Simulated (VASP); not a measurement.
# ZnInGaO4 (R3m) in VASP: further runs

ZnInGaO4 is run at these levels: PBE; tasks: single point.

Program: VASP 6.6.1. These are calculated values, not measurements. Logs are shortened: lines on timing, memory, paths and dates and some standing lists are left out, and cuts for length are marked.

## Step 1: The cell of the first run

Symmetry: R3m, No. 160, trigonal system. Conventional cell: a = 3.356 Å, b = 3.356 Å, c = 26.111 Å, α = 90.00°, β = 90.00°, γ = 120.00°. Zn (site symmetry 3m) has 5 O at 2.00 to 2.55 Å within 2.6 Å. Within 2.9 Å of In (site symmetry 3m) lie 6 O at 2.22 Å. Ga (site symmetry 3m) has 5 O at 1.94 to 2.00 Å within 2.6 Å. Within 2.6 Å of O (site symmetry 3m) lie 1 Zn at 2.00 Å and 3 In at 2.22 Å. O (site symmetry 3m) has 1 Ga at 1.98 Å and 3 In at 2.22 Å within 2.6 Å. Within 2.6 Å of O (site symmetry 3m) lie 3 Ga at 1.94 Å and 1 Zn at 2.55 Å. O (site symmetry 3m) has 1 Ga at 2.00 Å and 3 Zn at 2.02 Å within 2.6 Å.

## Step 2: Single point, PBE

INCAR reads:

```
PREC     = Accurate       # precision mode
ENCUT    = 520            # plane-wave cutoff, eV
EDIFF    = 1E-7           # SCF threshold, eV
ISMEAR   = 0              # smearing method
SIGMA    = 0.01           # smearing width, eV
LREAL    = False          # projectors in reciprocal space
LASPH    = True           # aspherical terms in the spheres
NELM     = 100            # most SCF steps
ALGO     = Normal         # electronic algorithm
ISIF     = 2              # what is computed and relaxed
LWAVE    = False          # write WAVECAR
LCHARG   = True           # write CHGCAR
GGA      = PE             # functional
LELF     = True           # ELF
LVHAR    = True         
NBANDS   = 40             # bands
```

KPOINTS reads:

```
Automatic mesh
0
Gamma
  8 8 8
```

POSCAR reads:

```
ZnInGaO4
1.0
    1.6780898264      0.9688456130      8.7037315853
   -1.6780898264      0.9688456130      8.7037315853
    0.0000000000     -1.9376912260      8.7037315853
Zn In Ga O
1 1 1 4
Direct
    0.2188059244      0.2188059244      0.2188059244
    0.0030772526      0.0030772526      0.0030772526
    0.7870525332      0.7870525332      0.7870525332
    0.2952718308      0.2952718308      0.2952718308
    0.7112323353      0.7112323353      0.7112323353
    0.1210345444      0.1210345444      0.1210345444
    0.8635265792      0.8635265792      0.8635265792
```

Potentials or basis: VASP PAW PBE potentials, release 64 (Zn, In_d, Ga_d, O).

Started as:

```
> cat potpaw_PBE.64/Zn/POTCAR potpaw_PBE.64/In_d/POTCAR potpaw_PBE.64/Ga_d/POTCAR potpaw_PBE.64/O/POTCAR > POTCAR
> mpirun -np 1 vasp_std > vasp.out
```

OUTCAR:

```text
PREC = Accurate
   ENCUT = 520
   EDIFF = 1E-7
   ISMEAR = 0
   LREAL = False
   LASPH = True
   NELM = 100
   ISIF = 2
   GGA = PE

 ion  position               nearest neighbor table
   1  0.219  0.219  0.219-   4 2.00   7 2.02   7 2.02   7 2.02
   2  0.003  0.003  0.003-   4 2.22   4 2.22   4 2.22   5 2.22   5 2.22   5 2.22
   3  0.787  0.787  0.787-   6 1.94   6 1.94   6 1.94   5 1.98   7 2.00
   4  0.295  0.295  0.295-   1 2.00   2 2.22   2 2.22   2 2.22
   5  0.711  0.711  0.711-   3 1.98   2 2.22   2 2.22   2 2.22
   6  0.121  0.121  0.121-   3 1.94   3 1.94   3 1.94
   7  0.864  0.864  0.864-   3 2.00   1 2.02   1 2.02   1 2.02

  LATTYP: Found a trigonal (rhomboedric) cell.
 ALAT       =     8.9168150590
 COS(alpha) =     0.9291661437

  Lattice vectors:

 A1 = (   1.6780898264,   0.9688456130,   8.7037315853)
 A2 = (  -1.6780898264,   0.9688456130,   8.7037315853)
 A3 = (   0.0000000000,  -1.9376912260,   8.7037315853)

Analysis of symmetry for initial positions (statically):
=====================================================================
 Subroutine PRICEL returns:
 Original cell was already a primitive cell.

 Routine SETGRP: Setting up the symmetry group for a
 trigonal (rhombohedral) supercell.

 Subroutine GETGRP returns: Found  6 space group operations
 (whereof  6 operations were pure point group operations)
 out of a pool of 12 trial point group operations.

The static configuration has the point symmetry C_3v.

Analysis of symmetry for dynamics (positions and initial velocities):
=====================================================================
 Subroutine PRICEL returns:
 Original cell was already a primitive cell.

 Routine SETGRP: Setting up the symmetry group for a
 trigonal (rhombohedral) supercell.

 Subroutine GETGRP returns: Found  6 space group operations
 (whereof  6 operations were pure point group operations)
 out of a pool of 12 trial point group operations.

The dynamic configuration has the point symmetry C_3v.

 Subroutine INISYM returns: Found  6 space group operations
 (whereof  6 operations are pure point group operations),
 and found     1 'primitive' translations

----------------------------------------------------------------------------------------

                                     Primitive cell

  volume of cell :      84.9037

  direct lattice vectors                    reciprocal lattice vectors
     1.678089826  0.968845613  8.703731585     0.297957828  0.172026032  0.038297750
    -1.678089826  0.968845613  8.703731585    -0.297957828  0.172026032  0.038297750
     0.000000000 -1.937691226  8.703731585     0.000000000 -0.344052064  0.038297750

  length of vectors
     8.916815059  8.916815059  8.916815059     0.346177037  0.346177037  0.346177037

  position of ions in fractional coordinates (direct lattice)
     0.218805924  0.218805924  0.218805924
     0.003077253  0.003077253  0.003077253
     0.787052533  0.787052533  0.787052533
     0.295271831  0.295271831  0.295271831
     0.711232335  0.711232335  0.711232335
     0.121034544  0.121034544  0.121034544
     0.863526579  0.863526579  0.863526579

  ion indices of the primitive-cell ions
   primitive index   ion index
                 1           1
                 2           2
                 3           3
                 4           4
                 5           5
                 6           6
                 7           7

----------------------------------------------------------------------------------------

 KPOINTS: Automatic mesh

Automatic generation of k-mesh.
 Grid dimensions read from file:
 generate k-points for:    8    8    8

 Generating k-lattice:

  Cartesian coordinates                     Fractional coordinates (reciprocal lattice)
     0.037244729  0.021503254  0.004787219     0.125000000  0.000000000  0.000000000
    -0.037244729  0.021503254  0.004787219     0.000000000  0.125000000  0.000000000
     0.000000000 -0.043006508  0.004787219     0.000000000  0.000000000  0.125000000

  Length of vectors
     0.043272130  0.043272130  0.043272130

  Shift w.r.t. Gamma in fractional coordinates (k-lattice)
     0.000000000  0.000000000  0.000000000

 Subroutine IBZKPT returns following result:
 ===========================================

 Found     65 irreducible k-points:

 Following reciprocal coordinates:
            Coordinates               Weight
  0.000000  0.000000  0.000000      1.000000
  0.125000  0.000000 -0.000000      6.000000
  0.250000  0.000000 -0.000000      6.000000
  0.375000  0.000000  0.000000      6.000000
  0.500000  0.000000 -0.000000      3.000000
  0.125000  0.125000 -0.000000      6.000000
[... 16 lines left out ...]
  0.250000  0.125000  0.125000      6.000000
  0.375000  0.125000  0.125000      6.000000
 [... further k-points ...]
   k-points           NKPTS =     65   k-points in BZ     NKDIM =     65   number of bands    NBANDS=     40
   number of dos      NEDOS =    301   number of ions     NIONS =      7
   total plane-waves  NPLWV = 343000
   dimension x,y,z NGX =    70 NGY =   70 NGZ =   70
   dimension x,y,z NGXF=   140 NGYF=  140 NGZF=  140
   ions per type =               1   1   1   4
   NGX,Y,Z   is equivalent  to a cutoff of  13.05, 13.05, 13.05 a.u.
   NGXF,Y,Z  is equivalent  to a cutoff of  26.10, 26.10, 26.10 a.u.
 SYSTEM =  unknown system
   PREC   = accura    normal or accurate (medium, high low for compatibility)
   ISTART =      0    job   : 0-new  1-cont  2-samecut
   ICHARG =      2    charge: 1-file 2-atom 10-const
   ISPIN  =      1    spin polarized calculation?
   LNONCOLLINEAR =      F non collinear calculations
   LSORBIT =      F    spin-orbit coupling
   LASPH  =      T    aspherical Exc in radial PAW
   ENCUT  =  520.0 eV  38.22 Ry    6.18 a.u.  16.58 16.58 16.58*2*pi/ulx,y,z
   NELM   =    100;   NELMIN=  2; NELMDL= -5     # of ELM steps
   EDIFF  = 0.1E-06   stopping-criterion for ELM
   LREAL  =      F    real-space projection
   EDIFFG = 0.1E-05   stopping-criterion for IOM
   NSW    =      0    number of steps for IOM
   IBRION =     -1    ionic relax: 0-MD 1-quasi-New 2-CG
   NFREE  =      0    steps in history (QN), initial steepest desc. (CG)
   ISIF   =      2    stress and relaxation
   ISYM   =      2    0-nonsym 1-usesym 2-fastsym
   POTIM  = 0.5000    time-step for ionic-motion
   TEBEG  =    0.0;   TEEND  =   0.0 temperature during run
   PSTRESS=    0.0 pullay stress
   NELECT =      62.0000    total number of electrons
   NUPDOWN=      -1.0000    fix difference up-down
   EMIN   =  10.00;   EMAX   =-10.00  energy-range for DOS
   EFERMI =   0.00;   METHOD = LEGACY
   ISMEAR =     0;   SIGMA  =   0.01  broadening in eV -4-tet -1-fermi 0-gaus
   EFERMI_NEDOS =   21; number of points for ismear=-14 and -15
   IALGO  =     38    algorithm
   IMIX   =      4    mixing-type and parameters
     AMIX     =   0.40;   BMIX     =  1.00
     AMIX_MAG =   1.60;   BMIX_MAG =  1.00
  volume/ion in A,a.u.               =      12.13        81.85
  Fermi-wavevector in a.u.,A,eV,Ry     =   1.474223  2.785878 29.570002  2.173334
  Thomas-Fermi vector in A             =   2.589021
   LORBIT       =      0    0 simple, 1 ext, 2 COOP (PROOUT), +10 PAW based schemes
   GGA     = PE    functional components
   LHFCALC =     F    Hartree Fock is set to
   AEXX    =    0.0000 exact exchange contribution
   IVDW    =     0    specifies the selected vdW correction
   LEPSILON=     F    determine dielectric tensor
   LRPA    =     F    only Hartree local field effects (RPA)
 non-spin polarized calculation
 Gauss-broadening in eV      SIGMA  =   0.01
  energy-cutoff  :      520.00
  volume of cell :       84.90
 maximum number of plane-waves:      2301
 NGX is ok and might be reduce to    70
   NGX = 33   NGY = 33   NGZ = 33

 number of electron      62.0000007 magnetization

 Free energy of the ion-electron system (eV)
  ---------------------------------------------------
  ext. energy  EPLUGINS =         0.00000000
  ---------------------------------------------------
  free energy    TOTEN  =       -37.81191776 eV

  energy without entropy =      -37.81191776  energy(sigma->0) =      -37.81191776

 E-fermi :   3.6601     XC(G=0): -11.0280

 val. band max:        3.5894625984   @ k =   0.0000   0.0000   0.0000
 cond. band min:       4.6841571076   @ k =   0.0000   0.0000   0.0000
 fundamental gap:      1.0946945091
 Fermi energy:         3.6600874941

 k-point     1 :       0.0000    0.0000    0.0000
  band No.  band energies     occupation
      1     -14.8829      2.00000
      2     -13.9866      2.00000
      3     -13.4219      2.00000
      4     -13.0020      2.00000
      5      -9.7417      2.00000
      6      -9.7417      2.00000
[... 32 lines left out ...]
     39      15.6871      0.00000
     40      15.6871      0.00000

 k-point     2 :       0.1250    0.0000   -0.0000
  band No.  band energies     occupation
      1     -14.7908      2.00000
      2     -13.9076      2.00000
      3     -13.3875      2.00000
      4     -13.0684      2.00000
      5      -9.7147      2.00000
      6      -9.7104      2.00000
[... 32 lines left out ...]
     39      14.9563      0.00000
     40      15.5195      0.00000

 k-point     3 :       0.2500    0.0000   -0.0000
  band No.  band energies     occupation
      1     -14.5576      2.00000
      2     -13.7252      2.00000
      3     -13.3285      2.00000
      4     -13.1795      2.00000
      5      -9.6328      2.00000
      6      -9.6203      2.00000
[... 853 lines left out ...]
  band No.  band energies     occupation
      1     -14.7871      2.00000
      2     -13.9213      2.00000
      3     -13.3805      2.00000
      4     -13.0640      2.00000
      5      -9.7147      2.00000
      6      -9.7104      2.00000
[... 32 lines left out ...]
     39      14.8343      0.00000
     40      15.5036      0.00000

 k-point    24 :       0.3750    0.1250    0.1250
  band No.  band energies     occupation
      1     -14.5552      2.00000
      2     -13.7320      2.00000
      3     -13.3353      2.00000
      4     -13.1682      2.00000
      5      -9.6328      2.00000
      6      -9.6201      2.00000
[... 32 lines left out ...]
     39      14.9169      0.00000
     40      15.0689      0.00000

 [... further k-points ...]

------------------------ aborting loop because EDIFF is reached ----------------------------------------

  FORCE on cell =-STRESS in cart. coord.  units (eV):
  Direction    XX          YY          ZZ          XY          YZ          ZX
  --------------------------------------------------------------------------------------
  -------------------------------------------------------------------------------------
  Total        0.3310533      0.3310533      0.3504979      0.0000000     -0.0000000      0.0000000
  in kB        6.2471502      6.2471502      6.6140808      0.0000000     -0.0000000      0.0000000
  external PRESSURE =       6.3694604 kB  Pullay stress =       0.0000000 kB

 VOLUME and BASIS-vectors are now :
 -----------------------------------------------------------------------------
  energy-cutoff  :      520.00
  volume of cell :       84.90
      direct lattice vectors                 reciprocal lattice vectors
     1.678089826  0.968845613  8.703731585     0.297957828  0.172026032  0.038297750
    -1.678089826  0.968845613  8.703731585    -0.297957828  0.172026032  0.038297750
     0.000000000 -1.937691226  8.703731585     0.000000000 -0.344052064  0.038297750

 POSITION                                       TOTAL-FORCE (eV/Angst)
 -----------------------------------------------------------------------------------
      0.00000      0.00000      5.71328         0.000000      0.000000     -0.000496
      0.00000      0.00000      0.08035         0.000000      0.000000      0.000936
      0.00000      0.00000     20.55088         0.000000      0.000000     -0.004150
      0.00000      0.00000      7.70990         0.000000     -0.000000      0.017294
      0.00000      0.00000     18.57113         0.000000      0.000000     -0.006660
      0.00000      0.00000      3.16036         0.000000      0.000000     -0.002972
      0.00000      0.00000     22.54771         0.000000     -0.000000     -0.003953
 -----------------------------------------------------------------------------------
    total drift:                                0.000000     -0.000000     -0.000106

  FREE ENERGIE OF THE ION-ELECTRON SYSTEM (eV)
  ---------------------------------------------------
  free  energy   TOTEN  =       -37.8119177573 eV

  energy  without entropy=      -37.8119177573  energy(sigma->0) =      -37.81191776
```

It took 19 min on 1 thread of Intel Xeon 6975P-C (Granite Rapids), shared host; peak memory 0.82 GiB.

Results:

* Free energy: -37.8119 eV
* Pressure: 0.6 GPa
* Largest force: 0.017 eV/Å
* Band gap on the k mesh: 1.09 eV

Forces on the atoms (eV/Å):
```
Zn   0.000  0.000  0.000
In   0.000  0.000  0.001
Ga   0.000  0.000 -0.004
O    0.000  0.000  0.017
O    0.000  0.000 -0.007
O    0.000  0.000 -0.003
O    0.000  0.000 -0.004
```

Caveat: spin-orbit coupling is left out, which moves the levels of the heavy elements.

## Step 3: Single point, PBE (12.49 Å³/atom)

This run uses another cell than the first one, of 12.49 Å³/atom.

INCAR reads:

```
ALGO = Normal
EDIFF = 1E-6
ENCUT = 520
GGA = PE
ISIF = 2
ISMEAR = 0
LASPH = True
LCHARG = False
LREAL = False
LWAVE = False
NBANDS = 40
NELM = 60
PREC = Accurate
SIGMA = 0.01
```

KPOINTS reads:

```
k-points
0
Gamma
  8 8 8
```

POSCAR: that of step 2 with these lines changed.

```diff
@@ -2,5 +2,5 @@
 1.0
-    1.6780898264      0.9688456130      8.7037315853
-   -1.6780898264      0.9688456130      8.7037315853
-    0.0000000000     -1.9376912260      8.7037315853
+    1.6947056578      0.9784387677      8.7899127504
+   -1.6947056578      0.9784387677      8.7899127504
+    0.0000000000     -1.9568775354      8.7899127504
 Zn In Ga O
```

Potentials or basis: VASP PAW PBE potentials, release 64 (Zn, In_d, Ga_d, O).

Started as:

```
> cat potpaw_PBE.64/Zn/POTCAR potpaw_PBE.64/In_d/POTCAR potpaw_PBE.64/Ga_d/POTCAR potpaw_PBE.64/O/POTCAR > POTCAR
> mpirun -np 1 vasp_std > vasp.out
```

Wall time 17 min (1 thread of Intel Xeon 6975P-C (Granite Rapids), shared host); peak memory 0.83 GiB.

It converged, with:

```
Free energy            : -37.7892 eV
Pressure               : -3.8 GPa
Largest force          : 0.087 eV/Å
Band gap on the k mesh : 0.97 eV
```

Forces in eV/Å, atoms in the order of the input:
```
Zn   0.000  0.000 -0.020
In   0.000  0.000  0.021
Ga   0.000  0.000  0.000
O    0.000  0.000  0.087
O    0.000  0.000 -0.042
O    0.000  0.000  0.020
O    0.000  0.000 -0.065
```

Stress tensor (GPa, compression positive):
```
-3.80  0.00  0.00
 0.00 -3.80  0.00
 0.00  0.00 -3.68
```

Levels at points of the mesh, in eV from the valence-band top:
```
           k point  band 28  band 29  band 30  band 31  band 32  band 33  band 34  band 35
(0.00, 0.00, 0.00)    -0.69    -0.43     0.00     0.00     0.97     4.09     4.73     5.75
(0.50, 0.00, 0.00)    -1.03    -0.97    -0.45    -0.23     5.01     5.61     6.37     7.09
(0.50, 0.50, 0.00)    -1.17    -0.97    -0.75    -0.38     5.10     5.46     6.39     7.17
(0.50, 0.50, 0.50)    -0.72    -0.72     0.00     0.00     2.37     2.73     5.00     6.01
```

Caveat: the cell stands under tension; spin-orbit coupling is left out, which moves the levels of the heavy elements. A k mesh can miss the band edges.
